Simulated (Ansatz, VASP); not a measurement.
# One calculation of CdS, two programs

The input INCAR:

```
SYSTEM = CdS
PREC = Accurate
ENCUT = 500
EDIFF = 1E-6
ISMEAR = 0
SIGMA = 0.01
LREAL = .FALSE.
LASPH = .TRUE.
NELM = 120
ALGO = Normal
ISIF = 2
LWAVE = .FALSE.
LCHARG = .FALSE.
GGA = PE
NBANDS = 16
GGA_COMPAT = .FALSE.
```

KPOINTS

```
regular mesh
0
G
  4 4 4
  0 0 0
```

File POSCAR:

```
CdS
1.0
    4.1245540000      0.0000000000      0.0000000000
    2.0622770000      3.5719685433      0.0000000000
    2.0622770000      1.1906561811      3.3676842389
Cd S
1 1
Direct
    0.0000000000      0.0000000000      0.0000000000
    0.2500000000      0.2500000000      0.2500000000
```

Input for Ansatz:

```yaml
crystal:
  lattice:
    - [4.124554, 0.0, 0.0]
    - [2.0622770000000004, 3.5719685432807213, 0.0]
    - [2.0622770000000004, 1.190656181093574, 3.3676842388517754]
  atoms:
    - { symbol: Cd, position: [0.0, 0.0, 0.0] }
    - { symbol: S, position: [0.24999999999999994, 0.25, 0.25] }
kpoints:
  mp_grid:
    grid: [4, 4, 4]
hamiltonian:
  xc: pbe
scf:
  convergence:
    dr2_threshold: 1.0e-10
  occupations:
    method: fixed
output:
  eigenvalues: true
```

Alike in both runs: task single point; functional PBE; k mesh 4 × 4 × 4; no spin polarisation.

|  | VASP | Ansatz |
| --- | --- | --- |
| version | VASP 6.6.1 | Ansatz 0.2.0 |
| potentials or method | VASP PAW PBE potentials, release 64 (Cd, S) | plane waves, PAW |
| plane-wave cutoff (eV) | 500 | 420 |
| occupations | gaussian, width 0.01 eV | fixed |
| valence electrons in the cell | 18 | 26 |

Ansatz gave:

```
gap on the k mesh at the Fermi level (eV) : 1.13
```

Task: Estimate VASP's values.

Result: gap on the k mesh at the Fermi level (eV): 1.14.

VASP's potentials hold 18 valence electrons a cell and Ansatz's 26, so a difference there can come from the potentials and not from the codes.

The k mesh is coarse, so the values compare programs but aren't converged.
